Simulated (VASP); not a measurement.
# SrO (Fm-3m) in VASP: a series of runs

The runs below take SrO through single point, with PBE.

Everything below comes from runs of VASP 6.6.1. Logs are shortened: lines on timing, memory, paths and dates and some standing lists are left out, and cuts for length are marked.

## 1. The cell of the first run

The structure is cubic, space group Fm-3m (No. 225). Conventional cell: a = 5.161 Å, b = 5.161 Å, c = 5.161 Å, α = 90.00°, β = 90.00°, γ = 90.00°. Within 3.4 Å of Sr (site symmetry m-3m) lie 6 O at 2.58 Å. Within 3.4 Å of O (site symmetry m-3m) lie 6 Sr at 2.58 Å.

## 2. Single point, PBE

INCAR

```
SYSTEM = SrO
PREC = Accurate
ENCUT = 600
EDIFF = 1E-6
ISMEAR = 0
SIGMA = 0.01
LREAL = .False.
LASPH = .True.
NELM = 120
ALGO = Normal
ISIF = 2
LWAVE = .False.
LCHARG = .False.
GGA = PE
NBANDS = 15
GGA_COMPAT = .False.
```

KPOINTS

```
Automatic mesh
0
Gamma
  6 6 6
  0 0 0
```

POSCAR

```
SrO
1.0
    0.0000000000      2.5806600000      2.5806600000
    2.5806600000      0.0000000000      2.5806600000
    2.5806600000      2.5806600000      0.0000000000
Sr O
1 1
Direct
    0.0000000000      0.0000000000      0.0000000000
    0.5000000000      0.5000000000      0.5000000000
```

Potentials or basis: VASP PAW PBE potentials, release 64 (Sr_sv, O).

The run is started by

```
$ cat potpaw_PBE.64/Sr_sv/POTCAR potpaw_PBE.64/O/POTCAR > POTCAR
$ mpirun -np 1 vasp_std > vasp.out
```

OUTCAR:

```text
SYSTEM = SrO
   PREC = Accurate
   ENCUT = 600
   EDIFF = 1E-6
   ISMEAR = 0
   LREAL = .False.
   LASPH = .True.
   NELM = 120
   ISIF = 2
   GGA = PE

 ion  position               nearest neighbor table
   1  0.000  0.000  0.000-   2 2.58   2 2.58   2 2.58   2 2.58   2 2.58   2 2.58
   2  0.500  0.500  0.500-   1 2.58   1 2.58   1 2.58   1 2.58   1 2.58   1 2.58

  LATTYP: Found a face centered cubic cell.
 ALAT       =     5.1613200000

  Lattice vectors:

 A1 = (   0.0000000000,   2.5806600000,   2.5806600000)
 A2 = (   2.5806600000,   0.0000000000,   2.5806600000)
 A3 = (   2.5806600000,   2.5806600000,   0.0000000000)

Analysis of symmetry for initial positions (statically):
=====================================================================
 Subroutine PRICEL returns:
 Original cell was already a primitive cell.

 Routine SETGRP: Setting up the symmetry group for a
 face centered cubic supercell.

 Subroutine GETGRP returns: Found 48 space group operations
 (whereof 48 operations were pure point group operations)
 out of a pool of 48 trial point group operations.

The static configuration has the point symmetry O_h .

Analysis of symmetry for dynamics (positions and initial velocities):
=====================================================================
 Subroutine PRICEL returns:
 Original cell was already a primitive cell.

 Routine SETGRP: Setting up the symmetry group for a
 face centered cubic supercell.

 Subroutine GETGRP returns: Found 48 space group operations
 (whereof 48 operations were pure point group operations)
 out of a pool of 48 trial point group operations.

The dynamic configuration has the point symmetry O_h .

 Subroutine INISYM returns: Found 48 space group operations
 (whereof 48 operations are pure point group operations),
 and found     1 'primitive' translations

----------------------------------------------------------------------------------------

                                     Primitive cell

  volume of cell :      34.3734

  direct lattice vectors                    reciprocal lattice vectors
     0.000000000  2.580660000  2.580660000    -0.193748886  0.193748886  0.193748886
     2.580660000  0.000000000  2.580660000     0.193748886 -0.193748886  0.193748886
     2.580660000  2.580660000  0.000000000     0.193748886  0.193748886 -0.193748886

  length of vectors
     3.649604372  3.649604372  3.649604372     0.335582914  0.335582914  0.335582914

  position of ions in fractional coordinates (direct lattice)
     0.000000000  0.000000000  0.000000000
     0.500000000  0.500000000  0.500000000

  ion indices of the primitive-cell ions
   primitive index   ion index
                 1           1
                 2           2

----------------------------------------------------------------------------------------

 KPOINTS: Automatic mesh

Automatic generation of k-mesh.
 Grid dimensions read from file:
 generate k-points for:    6    6    6

 Generating k-lattice:

  Cartesian coordinates                     Fractional coordinates (reciprocal lattice)
    -0.032291481  0.032291481  0.032291481     0.166666667  0.000000000  0.000000000
     0.032291481 -0.032291481  0.032291481     0.000000000  0.166666667  0.000000000
     0.032291481  0.032291481 -0.032291481     0.000000000  0.000000000  0.166666667

  Length of vectors
     0.055930486  0.055930486  0.055930486

  Shift w.r.t. Gamma in fractional coordinates (k-lattice)
     0.000000000  0.000000000  0.000000000

 Subroutine IBZKPT returns following result:
 ===========================================

 Found     16 irreducible k-points:

 Following reciprocal coordinates:
            Coordinates               Weight
  0.000000  0.000000  0.000000      1.000000
  0.166667  0.000000  0.000000      8.000000
  0.333333  0.000000  0.000000      8.000000
  0.500000  0.000000  0.000000      4.000000
  0.166667  0.166667  0.000000      6.000000
  0.333333  0.166667  0.000000     24.000000
[... 8 lines left out ...]
 -0.333333  0.333333  0.166667     24.000000
 -0.333333  0.500000  0.166667     12.000000
   k-points           NKPTS =     16   k-points in BZ     NKDIM =     16   number of bands    NBANDS=     15
   number of dos      NEDOS =    301   number of ions     NIONS =      2
   total plane-waves  NPLWV =  27000
   dimension x,y,z NGX =    30 NGY =   30 NGZ =   30
   dimension x,y,z NGXF=    60 NGYF=   60 NGZF=   60
   ions per type =               1   1
   NGX,Y,Z   is equivalent  to a cutoff of  13.67, 13.67, 13.67 a.u.
   NGXF,Y,Z  is equivalent  to a cutoff of  27.33, 27.33, 27.33 a.u.
 SYSTEM =  SrO
   PREC   = accura    normal or accurate (medium, high low for compatibility)
   ISTART =      0    job   : 0-new  1-cont  2-samecut
   ICHARG =      2    charge: 1-file 2-atom 10-const
   ISPIN  =      1    spin polarized calculation?
   LNONCOLLINEAR =      F non collinear calculations
   LSORBIT =      F    spin-orbit coupling
   LASPH  =      T    aspherical Exc in radial PAW
   ENCUT  =  600.0 eV  44.10 Ry    6.64 a.u.   7.29  7.29  7.29*2*pi/ulx,y,z
   NELM   =    120;   NELMIN=  2; NELMDL= -5     # of ELM steps
   EDIFF  = 0.1E-05   stopping-criterion for ELM
   LREAL  =      F    real-space projection
   EDIFFG = 0.1E-04   stopping-criterion for IOM
   NSW    =      0    number of steps for IOM
   IBRION =     -1    ionic relax: 0-MD 1-quasi-New 2-CG
   NFREE  =      0    steps in history (QN), initial steepest desc. (CG)
   ISIF   =      2    stress and relaxation
   ISYM   =      2    0-nonsym 1-usesym 2-fastsym
   POTIM  = 0.5000    time-step for ionic-motion
   TEBEG  =    0.0;   TEEND  =   0.0 temperature during run
   PSTRESS=    0.0 pullay stress
   NELECT =      16.0000    total number of electrons
   NUPDOWN=      -1.0000    fix difference up-down
   EMIN   =  10.00;   EMAX   =-10.00  energy-range for DOS
   EFERMI =   0.00;   METHOD = LEGACY
   ISMEAR =     0;   SIGMA  =   0.01  broadening in eV -4-tet -1-fermi 0-gaus
   EFERMI_NEDOS =   21; number of points for ismear=-14 and -15
   IALGO  =     38    algorithm
   IMIX   =      4    mixing-type and parameters
     AMIX     =   0.40;   BMIX     =  1.00
     AMIX_MAG =   1.60;   BMIX_MAG =  1.00
  volume/ion in A,a.u.               =      17.19       115.98
  Fermi-wavevector in a.u.,A,eV,Ry     =   1.268744  2.397579 21.901456  1.609712
  Thomas-Fermi vector in A             =   2.401823
   LORBIT       =      0    0 simple, 1 ext, 2 COOP (PROOUT), +10 PAW based schemes
   GGA     = PE    functional components
   LHFCALC =     F    Hartree Fock is set to
   AEXX    =    0.0000 exact exchange contribution
   IVDW    =     0    specifies the selected vdW correction
   LEPSILON=     F    determine dielectric tensor
   LRPA    =     F    only Hartree local field effects (RPA)
 non-spin polarized calculation
 Gauss-broadening in eV      SIGMA  =   0.01
  energy-cutoff  :      600.00
  volume of cell :       34.37
 maximum number of plane-waves:      1167
 NGX is ok and might be reduce to    30
   NGX = 15   NGY = 15   NGZ = 15

 number of electron      15.9999998 magnetization

 Free energy of the ion-electron system (eV)
  ---------------------------------------------------
  ext. energy  EPLUGINS =         0.00000000
  ---------------------------------------------------
  free energy    TOTEN  =       -12.04994254 eV

  energy without entropy =      -12.04994254  energy(sigma->0) =      -12.04994254

 E-fermi :   1.7186     XC(G=0):  -9.9731

 val. band max:        1.6096296654   @ k =   0.0000   0.0000   0.0000
 cond. band min:       4.8814504750   @ k =   0.5000   0.5000   0.0000
 fundamental gap:      3.2718208096
 Fermi energy:         1.7186306459

 k-point     1 :       0.0000    0.0000    0.0000
  band No.  band energies     occupation
      1     -30.8185      2.00000
      2     -13.4663      2.00000
      3     -12.4679      2.00000
      4     -12.4679      2.00000
      5     -12.4679      2.00000
      6       1.6096      2.00000
      7       1.6096      2.00000
      8       1.6096      2.00000
      9       5.5133      0.00000
     10       7.7960      0.00000
     11       7.7960      0.00000
     12       7.7960      0.00000
     13       9.9380      0.00000
     14       9.9380      0.00000
     15      14.2670      0.00000

 k-point     2 :       0.1667    0.0000    0.0000
  band No.  band energies     occupation
      1     -30.7861      2.00000
      2     -14.0277      2.00000
      3     -12.4882      2.00000
      4     -12.4882      2.00000
      5     -11.9869      2.00000
      6       0.8931      2.00000
      7       1.2878      2.00000
      8       1.2878      2.00000
      9       6.6572      0.00000
     10       7.5975      0.00000
     11       8.3229      0.00000
     12       8.3229      0.00000
     13      10.6222      0.00000
     14      10.6222      0.00000
     15      15.8995      0.00000

 k-point     3 :       0.3333    0.0000    0.0000
  band No.  band energies     occupation
      1     -30.7204      2.00000
      2     -14.7050      2.00000
      3     -12.5280      2.00000
      4     -12.5280      2.00000
      5     -11.4707      2.00000
      6      -0.1229      2.00000
      7       0.7366      2.00000
      8       0.7366      2.00000
      9       7.7646      0.00000
     10       8.7942      0.00000
     11       9.5964      0.00000
     12       9.5964      0.00000
     13      12.1610      0.00000
     14      12.1610      0.00000
     15      17.3363      0.00000
[... 199 lines left out ...]
 k-point    15 :      -0.3333    0.3333    0.1667
  band No.  band energies     occupation
      1     -30.6573      2.00000
      2     -14.4438      2.00000
      3     -12.9804      2.00000
      4     -12.8392      2.00000
      5     -11.7740      2.00000
      6       0.2956      2.00000
      7       0.9359      2.00000
      8       0.9945      2.00000
      9       7.7828      0.00000
     10       7.9085      0.00000
     11      10.5054      0.00000
     12      11.6309      0.00000
     13      12.9581      0.00000
     14      14.4615      0.00000
     15      15.1941      0.00000

 k-point    16 :      -0.3333    0.5000    0.1667
  band No.  band energies     occupation
      1     -30.6477      2.00000
      2     -14.0238      2.00000
      3     -13.2550      2.00000
      4     -12.9700      2.00000
      5     -12.0585      2.00000
      6       0.7359      2.00000
      7       1.1337      2.00000
      8       1.2633      2.00000
      9       6.2446      0.00000
     10       9.1399      0.00000
     11       9.9842      0.00000
     12      12.5172      0.00000
     13      12.6225      0.00000
     14      14.4443      0.00000
     15      14.9743      0.00000

------------------------ aborting loop because EDIFF is reached ----------------------------------------

  FORCE on cell =-STRESS in cart. coord.  units (eV):
  Direction    XX          YY          ZZ          XY          YZ          ZX
  --------------------------------------------------------------------------------------
  -------------------------------------------------------------------------------------
  Total        0.4697193      0.4697193      0.4697193     -0.0000000      0.0000000     -0.0000000
  in kB       21.8940759     21.8940759     21.8940759     -0.0000000      0.0000000     -0.0000000
  external PRESSURE =      21.8940759 kB  Pullay stress =       0.0000000 kB

 VOLUME and BASIS-vectors are now :
 -----------------------------------------------------------------------------
  energy-cutoff  :      600.00
  volume of cell :       34.37
      direct lattice vectors                 reciprocal lattice vectors
     0.000000000  2.580660000  2.580660000    -0.193748886  0.193748886  0.193748886
     2.580660000  0.000000000  2.580660000     0.193748886 -0.193748886  0.193748886
     2.580660000  2.580660000  0.000000000     0.193748886  0.193748886 -0.193748886

 POSITION                                       TOTAL-FORCE (eV/Angst)
 -----------------------------------------------------------------------------------
      0.00000      0.00000      0.00000         0.000000      0.000000      0.000000
      2.58066      2.58066      2.58066        -0.000000     -0.000000     -0.000000
 -----------------------------------------------------------------------------------
    total drift:                                0.000000      0.000000      0.000000

  FREE ENERGIE OF THE ION-ELECTRON SYSTEM (eV)
  ---------------------------------------------------
  free  energy   TOTEN  =       -12.0499425419 eV

  energy  without entropy=      -12.0499425419  energy(sigma->0) =      -12.04994254
```

Wall time 27 s (1 thread of Intel Xeon 8259CL, shared host); peak memory 0.17 GiB.

What came out:

```yaml
Free_energy: -12.0499 eV
Pressure: 2.2 GPa
Band_gap_on_the_k_mesh: 3.27 eV, indirect (least direct gap 3.37 eV)
```

Levels at points of the mesh, in eV from the valence-band top:
```tsv
k point	band 6	band 7	band 8	band 9	band 10	band 11
(0.00, 0.00, 0.00)	0.00	0.00	0.00	3.90	6.19	6.19
(0.50, 0.00, 0.00)	-2.15	-1.12	-1.12	6.50	8.37	8.78
(0.50, 0.50, 0.00)	-0.45	-0.10	-0.10	3.27	7.72	10.10
```

## 3. Single point, PBE

INCAR

```
PREC     = Accurate       # precision mode
ENCUT    = 600            # plane-wave cutoff, eV
EDIFF    = 1E-6           # SCF threshold, eV
ISMEAR   = -1             # smearing method
SIGMA    = 0.3            # smearing width, eV
LREAL    = False          # projectors in reciprocal space
LASPH    = True           # aspherical terms in the spheres
NELM     = 120            # most SCF steps
ALGO     = Normal         # electronic algorithm
ISIF     = 2              # what is computed and relaxed
LWAVE    = False          # write WAVECAR
LCHARG   = True           # write CHGCAR
GGA      = PE             # functional
LELF     = True           # ELF
LVHAR    = True         
NBANDS   = 15             # bands
GGA_COMPAT= False
```

KPOINTS

```
Automatic mesh
0
Gamma
  6 6 6
```

POSCAR is that of step 2.

Potentials or basis: VASP PAW PBE potentials, release 64 (Sr_sv, O).

The run is started by

```
$ cat potpaw_PBE.64/Sr_sv/POTCAR potpaw_PBE.64/O/POTCAR > POTCAR
$ mpirun -np 1 vasp_std > vasp.out
```

It took 35 s on 1 thread of Intel Xeon 8259CL, shared host; peak memory 0.17 GiB.

Results (log left out):

* Free energy: -12.0505 eV
* Pressure: 2.2 GPa
* Band gap on the k mesh: 3.27 eV, indirect (least direct gap 3.37 eV)

Levels at points of the mesh, in eV from the valence-band top:
```
           k point  band 6  band 7  band 8  band 9  band 10  band 11
(0.00, 0.00, 0.00)    0.00    0.00    0.00    3.90     6.19     6.19
(0.50, 0.00, 0.00)   -2.15   -1.12   -1.12    6.50     8.37     8.78
(0.50, 0.50, 0.00)   -0.45   -0.10   -0.10    3.27     7.72    10.10
```
